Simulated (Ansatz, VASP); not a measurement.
# ZnCu: VASP beside Ansatz

File INCAR:

```
SYSTEM = ZnCu
PREC = Accurate ; ENCUT = 520
EDIFF = 1E-7 ; ISMEAR = 0
SIGMA = 0.15 ; LREAL = .False.
LASPH = .True. ; NELM = 80
ALGO = Fast ; ISIF = 2
LWAVE = .False. ; LCHARG = .False.
GGA = PS ; NBANDS = 18
```

File KPOINTS:

```
regular mesh
0
Gamma
  16 16 16
  0 0 0
```

Contents of POSCAR:

```
ZnCu
1.0
    2.7094000000      0.0000000000      0.0000000000
    0.0000000000      2.7094000000      0.0000000000
    0.0000000000      0.0000000000      3.1806000000
Zn Cu
1 1
Direct
    0.5000000000      0.5000000000      0.5000000000
    0.0000000000      0.0000000000      0.0000000000
```

Input for Ansatz:

```yaml
crystal:
  lattice:
    - [2.7094, 0.0, 0.0]
    - [0.0, 2.7094, 0.0]
    - [0.0, 0.0, 3.1806]
  atoms:
    - { symbol: Zn, position: [0.5, 0.5, 0.5] }
    - { symbol: Cu, position: [0.0, 0.0, 0.0] }
basis:
  ecutwfc: 420
kpoints:
  mp_grid: { grid: [16, 16, 16] }
hamiltonian:
  xc: pbesol
scf:
  occupations: { method: gaussian, width: 0.15 }
output:
  forces: true
  stress: true
  eigenvalues: true
```

Change from the starting cell: strain -0.080 along x and y, +0.080 along z, atoms carried along.

Alike in both runs: task single point; functional PBEsol; k mesh 16 × 16 × 16; occupations gaussian, width 0.15 eV; no spin polarisation.

```csv
,VASP,Ansatz
version,VASP 6.6.1,Ansatz 0.2.0
potentials or method,"VASP PAW PBE potentials, release 64 (Zn, Cu), cutoff 520 eV","scalar-relativistic, plane waves, PAW"
valence electrons in the cell,23,31
```

VASP gave:

```
gap on the k mesh at the Fermi level (eV)                     : none
pressure (GPa)                                                : 9.2
traceless stress, the component that is largest in VASP (GPa) : -0.18
```

Estimate Ansatz's values.

gap on the k mesh at the Fermi level (eV): none; pressure (GPa): 8.2; traceless stress, the component that is largest in VASP (GPa): -0.15.

VASP's potentials were made for PBE, not for PBEsol. A gap of «none» marks a metal or a gap that the smearing closes. The functional is the same, so the differences come from potentials, cutoffs and numerics. VASP's potentials hold 23 valence electrons a cell and Ansatz's 31, so a difference there can come from the potentials and not from the codes.
